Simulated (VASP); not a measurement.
## Ge2Sb2Te5: single point with PBE

The system is Ge2Sb2Te5.

```xyz
9
Lattice="4.4260 0.0000 0.0000 -2.2130 3.8330 0.0000 0.0000 0.0000 17.6842" Properties=species:S:1:pos:R:3 pbc="T T T"
Ge    0.0000    0.0000    5.8591
Ge    0.0000    0.0000   11.8251
Sb    0.0000    2.5554    1.9823
Sb    2.2130    1.2777   15.7018
Te    0.0000    0.0000    0.0000
Te    0.0000    2.5554   13.9959
Te    2.2130    1.2777    3.6883
Te    0.0000    2.5554    7.2435
Te    2.2130    1.2777   10.4407
```

This cell differs from its parent crystal: volume 33.335 Å^3 an atom, c/a of the conventional cell 3.9955.

| Property | Result |
| --- | --- |
| Program | VASP 6.6.1 |
| Task | single point |
| Functional | PBE |
| Potentials or basis | VASP PAW PBE potentials, release 64 (Ge_d, Sb, Te) |
| Cutoff | 520 eV |
| k mesh | 12 × 12 × 2 |
| Occupations | gaussian, width 0.03 eV |
| Spin | no spin polarisation |
| Dipole correction | no |
| Further INCAR settings | ALGO = Normal; EDIFF = 1e-06; NBANDS = 44 |

The pressure is -2.2 GPa and the largest force is 0.160 eV/Å. The band gap on the k mesh is 0.05 eV, indirect (least direct gap 0.10 eV).

Forces in eV/Å, atoms in the order of the input:
```
Ge   0.000  0.000  0.140
Ge   0.000  0.000 -0.140
Sb   0.000  0.000  0.065
Sb   0.000  0.000 -0.065
Te   0.000  0.000  0.000
Te   0.000  0.000  0.160
Te   0.000  0.000 -0.160
Te   0.000  0.000 -0.098
Te   0.000  0.000  0.098
```

Stress tensor (GPa, compression positive):
```
-2.86  0.00  0.00
 0.00 -2.86  0.00
 0.00  0.00 -0.93
```

Levels at points of the mesh, in eV from the valence-band top:
```csv
k point,band 30,band 31,band 32,band 33,band 34,band 35,band 36,band 37,band 38,band 39
"(0.00, 0.00, 0.00)",-1.36,-1.31,-1.31,-1.22,-0.30,0.11,0.11,0.26,0.89,1.05
"(0.50, 0.00, 0.00)",-2.13,-1.58,-1.54,-1.01,-0.96,0.49,0.80,0.90,1.47,1.98
"(0.00, 0.00, 0.50)",-1.42,-1.34,-1.34,-1.19,-0.31,0.12,0.12,0.26,0.90,0.99
"(0.50, 0.00, 0.50)",-2.11,-1.81,-1.51,-1.49,-0.51,0.16,0.72,1.30,1.65,2.15
```

Wall time 6.8 min on 1 thread of Intel(R) Xeon(R) Platinum 8559C (Emerald Rapids), on a shared host, peak memory 0.72 GiB.

Caveat: spin-orbit coupling is left out, which moves the levels of the heavy elements; this functional lacks dispersion, which binds the layers, so the pressure and a relaxed spacing across them are unreliable. A k mesh can miss the band edges.
